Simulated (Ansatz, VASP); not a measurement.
Two plane-wave programs on La2O

Contents of INCAR:

```
PREC = Accurate
ENCUT = 520
EDIFF = 1E-6
ISMEAR = 0
SIGMA = 0.1
LREAL = False
LASPH = True
NELM = 80
ALGO = Normal
ISIF = 2
LWAVE = False
LCHARG = False
GGA = PE
NBANDS = 21
```

KPOINTS

```
regular mesh
0
Gamma
  4 4 4
```

Contents of POSCAR:

```
La2O
1.0
    0.0000000000      3.3793357300      3.3793357300
    3.3793357300      0.0000000000      3.3793357300
    3.3793357300      3.3793357300      0.0000000000
La O
2 1
Direct
    0.2500000000      0.2500000000      0.2500000000
    0.7500000000      0.7500000000      0.7500000000
    0.0000000000      0.0000000000      0.0000000000
```

Input for Ansatz:

```yaml
crystal:
  lattice:
    - [0.0, 3.37933573, 3.37933573]
    - [3.37933573, 0.0, 3.37933573]
    - [3.37933573, 3.37933573, 0.0]
  atoms:
    - { symbol: La, position: [0.25, 0.25, 0.25] }
    - { symbol: La, position: [0.75, 0.75, 0.75] }
    - { symbol: O, position: [0.0, 0.0, 0.0] }
basis:
  ecutwfc: 420
kpoints:
  mp_grid: { grid: [4, 4, 4] }
hamiltonian:
  xc: pbe
scf:
  occupations: { method: gaussian, width: 0.1 }
  lower_state_search: "off"
output:
  forces: true
  stress: true
  eigenvalues: true
```

Change from the starting cell: species swapped into the Na2S type (Fm-3m, No. 225).

Alike in both runs: task single point; functional PBE; k mesh 4 × 4 × 4; occupations gaussian, width 0.1 eV; no spin polarisation.

|  | VASP | Ansatz |
| --- | --- | --- |
| version | VASP 6.6.1 | Ansatz 0.2.0 |
| potentials or method | VASP PAW PBE potentials, release 64 (La, O), cutoff 520 eV | scalar-relativistic, plane waves, PAW |
| valence electrons in the cell | 28 | 28 |

Ansatz gave:

* gap on the k mesh at the Fermi level (eV): none
* pressure (GPa): -8.3

**Question.** Which values does VASP return?

**Answer.** gap on the k mesh at the Fermi level (eV): none; pressure (GPa): -8.4.

A gap of «none» marks a metal or a gap that the smearing closes. The functional is the same, so the differences come from potentials, cutoffs and numerics.

The k mesh is coarse, so the values compare programs but aren't converged. Neither program's run includes spin-orbit coupling.
